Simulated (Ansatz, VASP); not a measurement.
# One calculation of Te2Mo, two programs

```
Te Mo
1.0
     3.46814    0.00000    0.00000
    -1.73407    3.00350    0.00000
     0.00000    0.00000   14.82460
Te Mo
4 2
Direct
  0.33333 0.66667 0.63109
  0.66667 0.33333 0.13109
  0.33333 0.66667 0.86891
  0.66667 0.33333 0.36891
  0.33333 0.66667 0.25000
  0.66667 0.33333 0.75000
```

Change from the starting cell: strain -0.025 along x and y, -0.025 along z, atoms carried along.

Alike in both runs: task single point; functional PBE; k mesh 12 × 12 × 2; occupations gaussian, width 0.05 eV; no spin polarisation.

|  | VASP | Ansatz |
| --- | --- | --- |
| version | VASP 6.6.1 | Ansatz 0.2.0 |
| potentials or method | VASP PAW PBE potentials, release 64 (Te, Mo_sv), cutoff 520 eV | scalar-relativistic, plane waves, PAW |
| valence electrons in the cell | 52 | 92 |

Ansatz gave:

```
gap on the k mesh at the Fermi level (eV)                     : 1.06
least direct gap on the mesh (eV)                             : 1.15
pressure (GPa)                                                : 7.7
traceless stress, the component that is largest in VASP (GPa) : 1.07
rms of the force components (eV/Å)                            : 0.549
```

Question: Estimate VASP's values.

Answer: gap on the k mesh at the Fermi level (eV): 1.07; least direct gap on the mesh (eV): 1.14; pressure (GPa): 7.7; traceless stress, the component that is largest in VASP (GPa): 1.15; rms of the force components (eV/Å): 0.557.

Atom by atom the forces differ by 0.008 eV/Å (rms over components). VASP's potentials hold 52 valence electrons a cell and Ansatz's 92, so a difference there can come from the potentials and not from the codes.

Spin-orbit coupling is off throughout.
